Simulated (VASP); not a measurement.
CoO:

```
Co O
1.0
     1.50547    0.86918    2.43993
    -1.50547    0.86918    2.43993
     0.00000   -1.73837    2.43993
Co O
1 1
Direct
  0.00000 0.00000 0.00000
  0.50000 0.50000 0.50000
```

Program: VASP 6.6.1. Alike in all runs: task single point; potentials or basis VASP PAW PBE potentials, release 64 (Co_sv, O); spin collinear, ferromagnetic start; cell as given; cutoff (eV) 700; smearing fermi-dirac 0.05 eV.

Question: Order these runs on this cell by their pressure, lowest first.
A. level PBE; k mesh 11 × 11 × 11
B. level PBEsol; fixed moment (μB) 2.0; k mesh 9 × 9 × 9
C. level PBEsol; fixed moment (μB) 1.0; k mesh 9 × 9 × 9

Answer: C (-25.3 GPa), B (-18.3 GPa), A (-1.1 GPa).

Caveats: a cell with one magnetic atom can't hold antiferromagnetic order, which such compounds often take; the cell stands under tension (at least some runs); the PAW data sets were made with another functional, which shifts forces and pressure a little (at least some runs); the total moment is fixed, so each spin has its own Fermi level and the state may be an excited one (at least some runs).
